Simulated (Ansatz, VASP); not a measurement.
## Two plane-wave programs on CrO2

```
Cr O
1.0
     2.60919    0.00000    0.00000
    -1.30460    2.25963    0.00000
     0.00000    0.00000    5.26347
Cr O
1 2
Direct
  0.00000 0.00000 0.00000
  0.33333 0.66667 0.21968
  0.33333 0.66667 0.78032
```

Alike in both runs: functional PBE; dispersion D3(BJ); k mesh 18 × 18 × 8; occupations gaussian, width 0.01 eV; no spin polarisation.

Ansatz relaxed the structure, and its values are those at the end. VASP's run is a single point on that final structure, the one shown.

|  | VASP | Ansatz |
| --- | --- | --- |
| version | VASP 6.6.1 | Ansatz 0.2.0 |
| potentials or method | VASP PAW PBE potentials, release 64 (Cr_pv, O), cutoff 520 eV | scalar-relativistic, plane waves, PAW |
| valence electrons in the cell | 24 | 26 |

Ansatz gave:

| Quantity | Value |
| --- | --- |
| gap on the k mesh at the Fermi level (eV) | 0.21 |
| least direct gap on the mesh (eV) | 1.45 |
| pressure (GPa) | 0.0 |
| rms of the force components (eV/Å) | 0.000 |

What did VASP give for the same quantities?

gap on the k mesh at the Fermi level (eV): 0.20; least direct gap on the mesh (eV): 1.45; pressure (GPa): 1.2; rms of the force components (eV/Å): 0.060.

VASP's potentials hold 24 valence electrons a cell and Ansatz's 26, so a difference there can come from the potentials and not from the codes.
